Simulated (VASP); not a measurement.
Input of a VASP 6.6.1 run:

The input INCAR:

```
SYSTEM = TePb
PREC = Accurate ; ENCUT = 520
EDIFF = 1E-6 ; ISMEAR = -1
SIGMA = 0.1 ; LREAL = .False.
LASPH = .True. ; NELM = 100
ALGO = Normal ; ISIF = 2
LWAVE = .False. ; LCHARG = .True.
GGA = PS ; LELF = .True.
LVHAR = .True. ; NBANDS = 17
```

File KPOINTS:

```
Automatic mesh
0
Gamma
  10 10 10
  0 0 0
```

POSCAR

```
TePb
1.0
    0.0000000000      3.2213337944      3.2213337944
    3.2213337944      0.0000000000      3.2213337944
    3.2213337944      3.2213337944      0.0000000000
Te Pb
1 1
Direct
    0.5000000000      0.5000000000      0.5000000000
    0.0000000000      0.0000000000      0.0000000000
```

Potentials or basis: VASP PAW PBE potentials, release 64 (Te, Pb_d).

Run with:

```bash
$ cat potpaw_PBE.64/Te/POTCAR potpaw_PBE.64/Pb_d/POTCAR > POTCAR
$ mpirun -np 1 vasp_std > vasp.out
```

Problem. Estimate the band gap on the k mesh.

Solution. 0.65 eV.

Problem. Predict the pressure.

Solution. 0.0 GPa.

Caveat: the PAW data sets were made with another functional, which shifts forces and pressure a little; spin-orbit coupling is left out, which moves the levels of the heavy elements. A k mesh can miss the band edges.
